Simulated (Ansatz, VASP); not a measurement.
**TaF3 in VASP and in Ansatz**

```xyz
4
Lattice="4.3222 0.0000 0.0000 -2.1611 3.7432 0.0000 0.0000 0.0000 3.0495" Properties=species:S:1:pos:R:3 pbc="T T T"
Ta    0.0000    0.0000    0.0000
F     2.1611    0.0000    0.0000
F    -1.0806    1.8716    0.0000
F     1.0806    1.8716    0.0000
```

Alike in both runs: functional PBE; k mesh 6 × 6 × 4; occupations gaussian, width 0.1 eV; collinear spin.

Ansatz relaxed the structure, and its values are those at the end. VASP's run is a single point on that final structure, the one shown.

|  | VASP | Ansatz |
| --- | --- | --- |
| version | VASP 6.6.1 | Ansatz 0.2.0 |
| potentials or method | VASP PAW PBE potentials, release 64 (Ta_pv, F), cutoff 520 eV | scalar-relativistic, plane waves, PAW |
| valence electrons in the cell | 32 | 34 |

Ansatz gave:

- gap on the k mesh at the Fermi level (eV): none
- pressure (GPa): 0.0
- net moment per atom (μB): 0.00

Q: What did VASP give for the same quantities?

A: gap on the k mesh at the Fermi level (eV): none; pressure (GPa): -0.1; net moment per atom (μB): 0.00.

A gap of «none» marks a metal or a gap that the smearing closes. VASP's potentials hold 32 valence electrons a cell and Ansatz's 34, so a difference there can come from the potentials and not from the codes. Ansatz's warnings: seeded moment not kept.

The k mesh is coarse, so the values compare programs but aren't converged. Neither program's run includes spin-orbit coupling.
